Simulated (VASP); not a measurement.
Crystal: Al2Cu.

```xyz
3
Lattice="4.0641 0.0000 0.0000 0.0000 4.0641 0.0000 0.0000 0.0000 2.8913" Properties=species:S:1:pos:R:3 pbc="T T T"
Cu    0.0000    0.0000    0.0000
Al    0.0000    2.0321    1.4457
Al    2.0321    0.0000    1.4457
```

Base run:

| Property | Result |
| --- | --- |
| Program | VASP 6.6.1 |
| Functional | PBEsol |
| Potentials or basis | VASP PAW PBE potentials, release 64 (Cu_sv_GW, Al) |
| Cutoff | 700 eV |
| k mesh | 6 × 6 × 8 |
| Occupations | fermi-dirac, width 0.05 eV |
| Spin | no spin polarisation |

Its results: pressure -1.4 GPa.

**Question.** The run is repeated on the same cell with these changes: potentials or basis from VASP PAW PBE potentials, release 64 (Cu_sv_GW, Al) to VASP PAW PBE potentials, release 64 (Cu, Al); cutoff from 700 eV to 520 eV; further incar settings from ALGO = Normal; EDIFF = 1e-06; NBANDS = 20 to ALGO = Fast; EDIFF = 1e-06; NBANDS = 16; valence electrons from 25 to 17. What comes out?

**Answer.** Pressure 1.0 GPa.

Caveats: the PAW data sets were made with another functional, which shifts forces and pressure a little.
